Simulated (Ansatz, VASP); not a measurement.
## Sb: VASP beside Ansatz

```
Sb
1.0
    -1.59487    1.55125    2.72767
     1.54722   -1.56493    2.70791
     1.61542    1.58547   -2.73561
Sb
1
Direct
  0.00000 0.00000 0.00000
```

Alike in both runs: functional HSE06; k mesh 6 × 6 × 7; occupations fermi-dirac, width 0.05 eV; no spin polarisation.

|  | VASP | Ansatz |
| --- | --- | --- |
| version | VASP 6.6.1 | Ansatz 0.2.0 |
| potentials or method | VASP PAW PBE potentials, release 64 (Sb) | Ansatz PAW |
| plane-wave cutoff (eV) | 520 | 420 |
| valence electrons in the cell | 5 | 15 |
| task | single point | band structure |

```csv
,VASP,Ansatz,Ansatz less VASP
gap on the k mesh at the Fermi level (eV),none,none,-
pressure (GPa),-1.5,-0.5,+1.07
"traceless stress, the component that is largest in VASP (GPa)",2.47,2.44,-0.030
```

A gap of «none» marks a metal or a gap that the smearing closes. VASP's potentials hold 5 valence electrons a cell and Ansatz's 15, so a difference there can come from the potentials and not from the codes.

The k mesh is coarse, so the values compare programs but aren't converged. Spin-orbit coupling is off throughout.
